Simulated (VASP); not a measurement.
# NaCl (wurtzite type) (P6_3mc) in VASP: relaxation of cell and atoms with PBE

Aim: the relaxation of cell and atoms of NaCl (wurtzite type) with PBE.

All numbers are computed with VASP 6.6.1; they aren't measurements. Logs are shortened: lines on timing, memory, paths and dates and some standing lists are left out, and cuts for length are marked.

## Step 1: The cell of the first run

Symmetry: P6_3mc, No. 186, hexagonal system. Conventional cell: a = 4.264 Å, b = 4.264 Å, c = 6.950 Å, α = 90.00°, β = 90.00°, γ = 120.00°. Na (site symmetry 3m) has 4 Cl at 2.61 Å within 3.4 Å. Cl (site symmetry 3m) has 4 Na at 2.61 Å within 3.4 Å.

## Step 2: Relaxation of cell and atoms, PBE

Contents of INCAR:

```
ALGO = Normal ; EDIFF = 1E-6
EDIFFG = -0.005 ; ENCUT = 600
GGA = PE ; IBRION = 2
ISIF = 3 ; ISMEAR = -1
LASPH = T ; LCHARG = F
LREAL = F ; LWAVE = F
NELM = 100 ; NSW = 100
PREC = Accurate ; SIGMA = 0.03
```

Contents of KPOINTS:

```
k-points
0
Gamma
  10 10 6
```

Contents of POSCAR:

```
NaCl
1.0
    4.2635235690      0.0000000000      0.0000000000
   -2.1317617845      3.6923197204      0.0000000000
    0.0000000000      0.0000000000      6.9495434174
Na Cl
2 2
Direct
    0.3333333333      0.6666666667      0.0000000000
    0.6666666667      0.3333333333      0.5000000000
    0.3333333333      0.6666666667      0.3760000000
    0.6666666667      0.3333333333      0.8760000000
```

Potentials or basis: VASP PAW PBE potentials, release 64 (Na_pv, Cl).

Command:

```
$ cat potpaw_PBE.64/Na_pv/POTCAR potpaw_PBE.64/Cl/POTCAR > POTCAR
$ mpirun -np 1 vasp_std > vasp.out
```

OUTCAR:

```text
EDIFF = 1E-6
   EDIFFG = -0.005
   ENCUT = 600
   GGA = PE
   IBRION = 2
   ISIF = 3
   ISMEAR = -1
   LASPH = T
   LREAL = F
   NELM = 100
   NSW = 100
   PREC = Accurate

 ion  position               nearest neighbor table
   1  0.333  0.667  0.000-   4 2.61   4 2.61   4 2.61   3 2.61
   2  0.667  0.333  0.500-   3 2.61   3 2.61   3 2.61   4 2.61
   3  0.333  0.667  0.376-   2 2.61   2 2.61   2 2.61   1 2.61
   4  0.667  0.333  0.876-   1 2.61   1 2.61   1 2.61   2 2.61

  LATTYP: Found a hexagonal cell.
 ALAT       =     4.2635235690
 C/A-ratio  =     1.6300000000

  Lattice vectors:

 A1 = (   4.2635235690,   0.0000000000,   0.0000000000)
 A2 = (  -2.1317617845,   3.6923197204,   0.0000000000)
 A3 = (   0.0000000000,   0.0000000000,   6.9495434174)

Analysis of symmetry for initial positions (statically):
=====================================================================
 Subroutine PRICEL returns:
 Original cell was already a primitive cell.

 Routine SETGRP: Setting up the symmetry group for a
 hexagonal supercell.

 Subroutine GETGRP returns: Found 12 space group operations
 (whereof  6 operations were pure point group operations)
 out of a pool of 24 trial point group operations.

The static configuration has the point symmetry C_3v.
 The point group associated with its full space group is C_6v.

Analysis of symmetry for dynamics (positions and initial velocities):
=====================================================================
 Subroutine PRICEL returns:
 Original cell was already a primitive cell.

 Routine SETGRP: Setting up the symmetry group for a
 hexagonal supercell.

 Subroutine GETGRP returns: Found 12 space group operations
 (whereof  6 operations were pure point group operations)
 out of a pool of 24 trial point group operations.

The dynamic configuration has the point symmetry C_3v.
 The point group associated with its full space group is C_6v.

 Subroutine INISYM returns: Found 12 space group operations
 (whereof  6 operations are pure point group operations),
 and found     1 'primitive' translations

----------------------------------------------------------------------------------------

                                     Primitive cell

  volume of cell :     109.4017

  direct lattice vectors                    reciprocal lattice vectors
     4.263523569  0.000000000  0.000000000     0.234547783  0.135416226  0.000000000
    -2.131761785  3.692319720  0.000000000     0.000000000  0.270832451  0.000000000
     0.000000000  0.000000000  6.949543417     0.000000000  0.000000000  0.143894345

  length of vectors
     4.263523569  4.263523569  6.949543417     0.270832451  0.270832451  0.143894345

  position of ions in fractional coordinates (direct lattice)
     0.333333333  0.666666667  0.000000000
     0.666666667  0.333333333  0.500000000
     0.333333333  0.666666667  0.376000000
     0.666666667  0.333333333  0.876000000

  ion indices of the primitive-cell ions
   primitive index   ion index
                 1           1
                 2           2
                 3           3
                 4           4

----------------------------------------------------------------------------------------

 KPOINTS: k-points

Automatic generation of k-mesh.
 Grid dimensions read from file:
 generate k-points for:   10   10    6

 Generating k-lattice:

  Cartesian coordinates                     Fractional coordinates (reciprocal lattice)
     0.023454778  0.013541623  0.000000000     0.100000000 -0.000000000  0.000000000
     0.000000000  0.027083245  0.000000000     0.000000000  0.100000000  0.000000000
     0.000000000  0.000000000  0.023982391     0.000000000  0.000000000  0.166666667

  Length of vectors
     0.027083245  0.027083245  0.023982391

  Shift w.r.t. Gamma in fractional coordinates (k-lattice)
     0.000000000  0.000000000  0.000000000

 Subroutine IBZKPT returns following result:
 ===========================================

 Found     56 irreducible k-points:

 Following reciprocal coordinates:
            Coordinates               Weight
  0.000000  0.000000  0.000000      1.000000
  0.100000  0.000000  0.000000      6.000000
  0.200000  0.000000  0.000000      6.000000
  0.300000  0.000000  0.000000      6.000000
  0.400000  0.000000  0.000000      6.000000
  0.500000  0.000000  0.000000      3.000000
[... 16 lines left out ...]
  0.300000  0.100000  0.166667     24.000000
  0.400000  0.100000  0.166667     24.000000
 [... further k-points ...]
   k-points           NKPTS =     56   k-points in BZ     NKDIM =     56   number of bands    NBANDS=     18
   number of dos      NEDOS =    301   number of ions     NIONS =      4
   total plane-waves  NPLWV =  72576
   dimension x,y,z NGX =    36 NGY =   36 NGZ =   56
   dimension x,y,z NGXF=    72 NGYF=   72 NGZF=  112
   ions per type =               2   2
   NGX,Y,Z   is equivalent  to a cutoff of  14.04, 14.04, 13.40 a.u.
   NGXF,Y,Z  is equivalent  to a cutoff of  28.07, 28.07, 26.79 a.u.
 SYSTEM =  unknown system
   PREC   = accura    normal or accurate (medium, high low for compatibility)
   ISTART =      0    job   : 0-new  1-cont  2-samecut
   ICHARG =      2    charge: 1-file 2-atom 10-const
   ISPIN  =      1    spin polarized calculation?
   LNONCOLLINEAR =      F non collinear calculations
   LSORBIT =      F    spin-orbit coupling
   LASPH  =      T    aspherical Exc in radial PAW
   ENCUT  =  600.0 eV  44.10 Ry    6.64 a.u.   8.52  8.52 13.88*2*pi/ulx,y,z
   NELM   =    100;   NELMIN=  2; NELMDL= -5     # of ELM steps
   EDIFF  = 0.1E-05   stopping-criterion for ELM
   LREAL  =      F    real-space projection
   EDIFFG = -.5E-02   stopping-criterion for IOM
   NSW    =    100    number of steps for IOM
   IBRION =      2    ionic relax: 0-MD 1-quasi-New 2-CG
   NFREE  =      1    steps in history (QN), initial steepest desc. (CG)
   ISIF   =      3    stress and relaxation
   ISYM   =      2    0-nonsym 1-usesym 2-fastsym
   POTIM  = 0.5000    time-step for ionic-motion
   TEBEG  =    0.0;   TEEND  =   0.0 temperature during run
   PSTRESS=    0.0 pullay stress
   NELECT =      28.0000    total number of electrons
   NUPDOWN=      -1.0000    fix difference up-down
   EMIN   =  10.00;   EMAX   =-10.00  energy-range for DOS
   EFERMI =   0.00;   METHOD = LEGACY
   ISMEAR =    -1;   SIGMA  =   0.03  broadening in eV -4-tet -1-fermi 0-gaus
   EFERMI_NEDOS =   21; number of points for ismear=-14 and -15
   IALGO  =     38    algorithm
   IMIX   =      4    mixing-type and parameters
     AMIX     =   0.40;   BMIX     =  1.00
     AMIX_MAG =   1.60;   BMIX_MAG =  1.00
  volume/ion in A,a.u.               =      27.35       184.57
  Fermi-wavevector in a.u.,A,eV,Ry     =   1.039408  1.964196 14.699315  1.080369
  Thomas-Fermi vector in A             =   2.173937
   LORBIT       =      0    0 simple, 1 ext, 2 COOP (PROOUT), +10 PAW based schemes
   GGA     = PE    functional components
   LHFCALC =     F    Hartree Fock is set to
   AEXX    =    0.0000 exact exchange contribution
   IVDW    =     0    specifies the selected vdW correction
   LEPSILON=     F    determine dielectric tensor
   LRPA    =     F    only Hartree local field effects (RPA)
 conjugate gradient relaxation of ions
 non-spin polarized calculation
  energy-cutoff  :      600.00
  volume of cell :      109.40
 maximum number of plane-waves:      3700
 NGX is ok and might be reduce to    36
   NGX = 17   NGY = 17   NGZ = 27

--------------------------------------- Ionic step        1  -------------------------------------------

 number of electron      28.0000000 magnetization

 Free energy of the ion-electron system (eV)
  ---------------------------------------------------
  ext. energy  EPLUGINS =         0.00000000
  ---------------------------------------------------
  free energy    TOTEN  =       -13.22198617 eV

  energy without entropy =      -13.22198617  energy(sigma->0) =      -13.22198617

------------------------ aborting loop because EDIFF is reached ----------------------------------------

  FORCE on cell =-STRESS in cart. coord.  units (eV):
  Direction    XX          YY          ZZ          XY          YZ          ZX
  --------------------------------------------------------------------------------------
  -------------------------------------------------------------------------------------
  Total        1.7417788      1.7417788      1.4587636      0.0000000      0.0000000      0.0000000
  in kB       25.5081725     25.5081725     21.3634434      0.0000000      0.0000000      0.0000000
  external PRESSURE =      24.1265961 kB  Pullay stress =       0.0000000 kB
[... 95 lines left out ...]
  FREE ENERGIE OF THE ION-ELECTRON SYSTEM (eV)
  ---------------------------------------------------
  free  energy   TOTEN  =       -13.3065022940 eV

  energy  without entropy=      -13.3065022940  energy(sigma->0) =      -13.30650229

[... ionic steps 4 to 25 ...]

--------------------------------------- Ionic step       26  -------------------------------------------

 number of electron      28.0000016 magnetization

------------------------ aborting loop because EDIFF is reached ----------------------------------------

  FORCE on cell =-STRESS in cart. coord.  units (eV):
  Direction    XX          YY          ZZ          XY          YZ          ZX
  --------------------------------------------------------------------------------------
  -------------------------------------------------------------------------------------
  Total       -0.0160211     -0.0160211      0.0273742     -0.0000000      0.0000000      0.0000000
  in kB       -0.2294722     -0.2294722      0.3920834     -0.0000000      0.0000000      0.0000000
  external PRESSURE =      -0.0222870 kB  Pullay stress =       0.0000000 kB
[... 61 lines left out ...]
  energy  without entropy=      -13.4297173267  energy(sigma->0) =      -13.42971733

--------------------------------------- Ionic step       28  -------------------------------------------

 number of electron      28.0000018 magnetization

 Free energy of the ion-electron system (eV)
  ---------------------------------------------------
  ext. energy  EPLUGINS =         0.00000000
  ---------------------------------------------------
  free energy    TOTEN  =       -13.42975856 eV

  energy without entropy =      -13.42975856  energy(sigma->0) =      -13.42975856

 E-fermi :  -1.2796     XC(G=0):  -7.0657

 val. band max:       -1.8696435008   @ k =   0.0000   0.0000   0.0000
 cond. band min:       2.8723646903   @ k =   0.0000   0.0000   0.0000
 fundamental gap:      4.7420081911
 Fermi energy:        -1.2795597257

 k-point     1 :       0.0000    0.0000    0.0000
  band No.  band energies     occupation
      1     -22.8114      2.00000
      2     -22.8114      2.00000
      3     -22.8100      2.00000
      4     -22.8049      2.00000
      5     -22.8049      2.00000
      6     -22.7930      2.00000
[... 10 lines left out ...]
     17       7.8442      0.00000
     18       7.8442      0.00000
[... 466 lines left out ...]
      2     -22.8137      2.00000
      3     -22.8128      2.00000
      4     -22.8054      2.00000
      5     -22.8023      2.00000
      6     -22.7976      2.00000
[... 10 lines left out ...]
     17       6.8453      0.00000
     18       7.0424      0.00000

 [... further k-points ...]

------------------------ aborting loop because EDIFF is reached ----------------------------------------

  FORCE on cell =-STRESS in cart. coord.  units (eV):
  Direction    XX          YY          ZZ          XY          YZ          ZX
  --------------------------------------------------------------------------------------
  -------------------------------------------------------------------------------------
  Total       -0.0032723     -0.0032723      0.0006313      0.0000000     -0.0000000     -0.0000000
  in kB       -0.0468629     -0.0468629      0.0090410      0.0000000     -0.0000000     -0.0000000
  external PRESSURE =      -0.0282283 kB  Pullay stress =       0.0000000 kB
[... 19 lines left out ...]
  FREE ENERGIE OF THE ION-ELECTRON SYSTEM (eV)
  ---------------------------------------------------
  free  energy   TOTEN  =       -13.4297585612 eV

  energy  without entropy=      -13.4297585612  energy(sigma->0) =      -13.42975856

 reached required accuracy - stopping structural energy minimisation
```

Run time: 14 min. Hardware: 1 thread of Intel Xeon 6975P-C (Granite Rapids), shared host; peak memory 0.32 GiB.

Results:

- Free energy: -13.4298 eV
- Relaxed volume: 27.97 Å³/atom
- Relaxed cell: a = 4.777 Å, b = 4.777 Å, c = 5.660 Å, α = 90.00°, β = 90.00°, γ = 120.00°
- Space group after relaxing (to 0.05 Å): P6_3/mmc (No. 194)
- Energy gained by relaxing: 51.9 meV/atom
- Ionic steps: 28
- Pressure after relaxing: 0.0 GPa
- Band gap on the k mesh: 4.74 eV, direct

Step by step:
```csv
step,energy change (eV),largest force (eV/Å),pressure (GPa),volume (Å³)
1,0.0000,0.0156,2.41,109.40
2,-0.0699,0.0253,1.01,116.05
3,-0.0845,0.0298,-0.40,125.53
4,-0.0887,0.0294,-0.06,122.68
5,-0.0887,0.0294,0.01,122.31
6,-0.0891,0.0290,0.00,122.31
7,-0.0901,0.0295,0.00,122.28
8,-0.0918,0.0320,-0.01,122.23
9,-0.0938,0.0391,-0.02,122.08
10,-0.0943,0.0692,-0.08,121.65
11,-0.0947,0.0647,-0.06,121.59
12,-0.0960,0.0541,-0.08,121.39
13,-0.0981,0.0348,-0.09,120.98
14,-0.1017,0.0084,-0.10,120.15
15,-0.1126,0.0069,-0.16,118.41
16,-0.1725,0.0275,-0.28,114.63
17,0.8256,2.7546,5.95,105.84
18,-0.1700,0.0645,-0.19,114.39
19,-0.1880,0.1673,0.42,110.31
20,-0.1944,0.0533,-0.14,112.97
21,-0.2069,0.0092,0.02,111.66
22,-0.2068,0.0272,0.07,111.43
23,-0.2074,0.0089,-0.13,112.65
24,-0.2075,0.0151,-0.07,112.27
25,-0.2076,0.0037,0.06,111.59
26,-0.2077,0.0044,0.00,111.86
27,-0.2077,0.0034,0.01,111.85
28,-0.2078,0.0008,0.00,111.87
```

Final structure:
```xyz
4
Lattice="4.7775 0.0000 0.0000 -2.3887 4.1374 0.0000 0.0000 0.0000 5.6599" Properties=species:S:1:pos:R:3 pbc="T T T"
Na    0.0000    2.7583    5.3091
Na    2.3887    1.3791    2.4792
Cl    0.0000    2.7583    2.4789
Cl    2.3887    1.3791    5.3088
```

Levels at points of the mesh, in eV from the valence-band top:
```tsv
k point	band 12	band 13	band 14	band 15	band 16	band 17
(0.00, 0.00, 0.00)	-0.30	-0.30	0.00	4.74	7.55	9.71
(0.50, 0.00, 0.00)	-0.74	-0.48	-0.22	7.23	7.41	8.70
(0.00, 0.00, 0.50)	-0.52	-0.52	-0.52	6.49	6.49	9.62
(0.50, 0.00, 0.50)	-0.61	-0.24	-0.24	7.29	7.29	9.61
```
